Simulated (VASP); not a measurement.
# Gd (P6_3/mmc) in VASP: notebook, part 3 of 3

VASP 6.6.1. The steps go on from the part before.

**5. Electric field gradients, LDA, collinear spin, ferromagnetic start (volume scaled by 1.06)**

Contents of INCAR:

```
PREC = Accurate
ENCUT = 520
EDIFF = 1E-8
ISMEAR = -1
SIGMA = 0.03
LREAL = F
LASPH = T
NELM = 150
ALGO = Normal
ISIF = 2
LWAVE = F
LCHARG = F
ISPIN = 2
MAGMOM = 7 7
LORBIT = 11
LMAXMIX = 6
GGA = CA
LEFG = T
NBANDS = 29
```

Contents of KPOINTS:

```
Automatic mesh
0
Gamma
  12 12 6
```

Contents of POSCAR:

```
Gd
1.0
    3.7133611663      0.0000000000      0.0000000000
   -1.8566805832      3.2158651035      0.0000000000
    0.0000000000      0.0000000000      6.0174645942
Gd
2
Direct
    0.3333333333      0.6666666667      0.2500000000
    0.6666666667      0.3333333333      0.7500000000
```

Potentials or basis: VASP PAW PBE potentials, release 64 (Gd).

Launch:

```sh
$ cat potpaw_PBE.64/Gd/POTCAR > POTCAR
$ mpirun -np 1 vasp_std > vasp.out
```

OUTCAR:

```text
PREC = Accurate
   ENCUT = 520
   EDIFF = 1E-8
   ISMEAR = -1
   LREAL = F
   LASPH = T
   NELM = 150
   ISIF = 2
   ISPIN = 2
   LORBIT = 11
   GGA = CA

 ion  position               nearest neighbor table
   1  0.333  0.667  0.250-
   2  0.667  0.333  0.750-

  LATTYP: Found a hexagonal cell.
 ALAT       =     3.7133611663
 C/A-ratio  =     1.6204899886

  Lattice vectors:

 A1 = (   3.7133611663,   0.0000000000,   0.0000000000)
 A2 = (  -1.8566805832,   3.2158651035,   0.0000000000)
[... 1783 lines left out ...]

 Electric field gradients after diagonalization (V/A^2)
 (convention: |V_zz| > |V_xx| > |V_yy|)
----------------------------------------------------------------------
 ion       V_xx      V_yy      V_zz     asymmetry (V_yy - V_xx)/ V_zz
----------------------------------------------------------------------
   1     -10.290   -10.285    20.575       0.000
   2     -10.290   -10.285    20.575       0.000
----------------------------------------------------------------------

           NMR quadrupolar parameters

 Cq : quadrupolar parameter    Cq=e*Q*V_zz/h
 eta: asymmetry parameters     (V_yy - V_xx)/ V_zz
 Q  : nuclear electric quadrupole moment in mb (millibarn)
----------------------------------------------------------------------
 ion       Cq(MHz)       eta       Q (mb)
----------------------------------------------------------------------
   1       0.050       0.000       1.000
   2       0.050       0.000       1.000
----------------------------------------------------------------------

 total charge

# of ion       s       p       d       f       tot
--------------------------------------------------
    1        2.067   5.532   0.525   7.039  15.163
    2        2.067   5.532   0.525   7.039  15.163
--------------------------------------------------
tot          4.135  11.064   1.049  14.077  30.325

 magnetization (x)

# of ion       s       p       d       f       tot
--------------------------------------------------
    1        0.004  -0.035   0.200   6.753   6.923
    2        0.004  -0.035   0.200   6.753   6.923
--------------------------------------------------
tot          0.008  -0.070   0.400  13.507  13.845
```

OSZICAR:

```text
N       E                     dE             d eps       ncg     rms          rms(c)
DAV:   1     0.265575052515E+03    0.26558E+03   -0.12222E+04 11983   0.609E+03
DAV:   2     0.460624284561E+02   -0.21951E+03   -0.19538E+03 12593   0.412E+02
DAV:   3    -0.982928737081E+01   -0.55892E+02   -0.52820E+02 14851   0.191E+02
DAV:   4    -0.184313690772E+02   -0.86021E+01   -0.84892E+01 17302   0.668E+01
[... 23 lines left out ...]
DAV:  28    -0.230796468457E+02   -0.36018E-05   -0.56182E-06 15654   0.393E-02    0.949E-02
DAV:  29    -0.230796456634E+02    0.11823E-05   -0.81292E-07 16710   0.150E-02    0.377E-02
DAV:  30    -0.230796439696E+02    0.16939E-05   -0.29169E-06 12989   0.336E-02    0.216E-02
DAV:  31    -0.230796441087E+02   -0.13912E-06   -0.37248E-07 15091   0.728E-03    0.760E-03
DAV:  32    -0.230796441108E+02   -0.21282E-08   -0.18810E-08  7415   0.326E-03
   1 F= -.23079644E+02 E0= -.23069720E+02  d E =-.198481E-01  mag=    15.0155
```

stdout:

```text
POSCAR found type information on POSCAR Gd
 POSCAR found :  1 types and       2 ions
 scaLAPACK will be used
 -----------------------------------------------------------------------------
|                                                                             |
|                                                                             |
|     You enforced a specific xc type in the INCAR file but a different       |
|     I HOPE YOU KNOW WHAT YOU ARE DOING!                                     |
|                                                                             |
 -----------------------------------------------------------------------------

 LDA part: xc-table for (Slater(with rela. corr.)+CA(PZ))
 , standard interpolation
 POSCAR, INCAR and KPOINTS ok, starting setup
 FFT: planning ... GRIDC
 FFT: planning ... GRID_SOFT
 FFT: planning ... GRID
 WAVECAR not read
 entering main loop
ion   1

ion   2
```

Wall time 13 min (1 thread of Intel Xeon Platinum 8488C (Sapphire Rapids), shared host); peak memory 0.36 GiB.

Results:

- Free energy: -23.0796 eV
- Pressure: -5.5 GPa
- Net moment: 15.02 μB per cell
- Site moments: Gd +6.92 μB
- Valence electrons inside the program's atomic spheres: Gd 15.16

Electric field gradients, principal values (V/Å²):
| atom | least | middle | greatest (by size) |
| --- | --- | --- | --- |
| 1 Gd | -10.285 | -10.290 | 20.575 |
| 2 Gd | -10.285 | -10.290 | 20.575 |

Caveat: without QUAD_EFG the Cq values of the log hold for a quadrupole moment of 1 mb, not for the nuclei; the PAW data sets were made with another functional, which shifts forces and pressure a little; spin-orbit coupling is left out, which moves the levels of the heavy elements. The state reached can hang on the start; a lower one may exist.

**6. Summary**

| task | cell | k mesh for the DOS | occupations for the DOS | gap on the mesh (eV) | pressure (GPa) | moment (μB) |
| --- | --- | --- | --- | --- | --- | --- |
| density of states | a = 3.642, b = 3.642, c = 5.902 Å, angles 90.0, 90.0, 120.0°, 2 atoms | 18 × 18 × 9 | tetrahedron | - | - | 14.93 |
| electric field gradients | a = 3.617, b = 3.617, c = 5.862 Å, angles 90.0, 90.0, 120.0°, 2 atoms | - | - | none | -3.9 | 14.89 |
| electric field gradients | a = 3.642, b = 3.642, c = 5.902 Å, angles 90.0, 90.0, 120.0°, 2 atoms | - | - | none | -4.4 | 14.93 |
| electric field gradients | a = 3.713, b = 3.713, c = 6.017 Å, angles 90.0, 90.0, 120.0°, 2 atoms | - | - | none | -5.5 | 15.02 |

Alike in all rows: level LDA; potentials or basis VASP PAW PBE potentials, release 64 (Gd); spin collinear, ferromagnetic start; k mesh 12 × 12 × 6; cutoff (eV) 520; smearing fermi-dirac 0.03 eV.

Caveats: the PAW data sets were made with another functional, which shifts forces and pressure a little; spin-orbit coupling is left out, which moves the levels of the heavy elements.

Absolute energies hang on the potentials; compare differences alone.
